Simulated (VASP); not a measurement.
Write the native input for VASP 6.6.1 that does the following.

```
Task                   : single point
Functional             : PBEsol
Potentials or basis    : VASP PAW PBE potentials, release 64 (Rb_sv)
Cutoff                 : 500 eV
k mesh                 : 5 × 5 × 3
Occupations            : gaussian, width 0.1 eV
Spin                   : no spin polarisation
Dipole correction      : no
Further INCAR settings : ALGO = Normal; EDIFF = 1e-06; NBANDS = 16
```

The structure of Rb lies in POSCAR:

```
Rb
1.0
    4.9348767286      0.0000000000      0.0000000000
   -2.4674383643      4.2737286116      0.0000000000
    0.0000000000      0.0000000000      8.1428679834
Rb
2
Direct
    0.3333333333      0.6666666667      0.2500000000
    0.6666666667      0.3333333333      0.7500000000
```

The input as run:

INCAR

```
PREC = Accurate
ENCUT = 500
EDIFF = 1E-6
ISMEAR = 0
SIGMA = 0.1
LREAL = F
LASPH = T
NELM = 120
ALGO = Normal
ISIF = 2
LWAVE = F
LCHARG = T
GGA = PS
LELF = T
LVHAR = T
NBANDS = 16
GGA_COMPAT = F
```

KPOINTS

```
regular mesh
0
Gamma
  5 5 3
```

Potentials or basis: VASP PAW PBE potentials, release 64 (Rb_sv).

Launch:

```bash
$ cat potpaw_PBE.64/Rb_sv/POTCAR > POTCAR
$ mpirun -np 1 vasp_std > vasp.out
```

It gave:

```
Pressure               : 0.0 GPa
Band gap on the k mesh : zero (band 9 reaches 0.64 eV, above the bottom of band 10 at -0.80 eV)
```

Caveat: the PAW data sets were made with another functional, which shifts forces and pressure a little.

Run time: 16 s on 1 thread of Intel(R) Xeon(R) Platinum 8375C CPU @ 2.90GHz (Ice Lake), on a shared host, peak memory 0.25 GiB.
